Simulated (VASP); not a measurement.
Runs of VASP 6.6.1 on PtS2. Symmetry: P-3m1, No. 164, trigonal system. The conventional cell has a = 3.543 Å, b = 3.543 Å, c = 5.039 Å, α = 90.00°, β = 90.00°, γ = 120.00°. Within 3.1 Å of Pt (site symmetry -3m) lie 6 S at 2.34 Å. S (site symmetry 3m) has 3 Pt at 2.34 Å and 3 S at 3.07 Å within 3.1 Å. 

```tsv
level	potentials or basis	U	k mesh	cutoff (eV)	smearing	share of exact exchange	grid for exact exchange (PRECFOCK)	screening parameter	dipole correction	gap on the mesh (eV)	pressure (GPa)	largest force (eV/Å)
HSE06	VASP PAW PBE potentials, release 64 (Pt, S)	-	4 × 4 × 4	450	gaussian 0.02 eV	0.25	Fast	0.2 1/Å	-	1.55	(a)	0.90
PBEsol+U	VASP PAW PBE potentials, release 64 (Pt_sv_GW, S)	Pt d U = 3.0 eV	9 × 9 × 5	570	fermi-dirac 0.05 eV	-	-	-	no	1.00	5.2	0.96
PBEsol+U	VASP PAW PBE potentials, release 64 (Pt_sv_GW, S)	Pt d U = 2.0 eV	9 × 9 × 5	570	fermi-dirac 0.05 eV	-	-	-	no	1.00	5.4	0.95
B3LYP	VASP PAW PBE potentials, release 64 (Pt, S)	-	5 × 5 × 3	520	fermi-dirac 0.05 eV	0.2	Normal	-	no	(b)	14.2	1.48
```

Alike in all rows: no spin polarisation; cell as given.

Fill in the values left out.

(a) 6.3; (b) 2.38.

Caveats: some runs use coarse meshes; the PAW data sets were made with another functional, which shifts forces and pressure a little; spin-orbit coupling is left out, which moves the levels of the heavy elements; the cell stands under pressure (at least some runs).

A k mesh can miss the band edges, and the runs leave out spin-orbit coupling on Pt.

The runs don't all hold the same shells in valence.
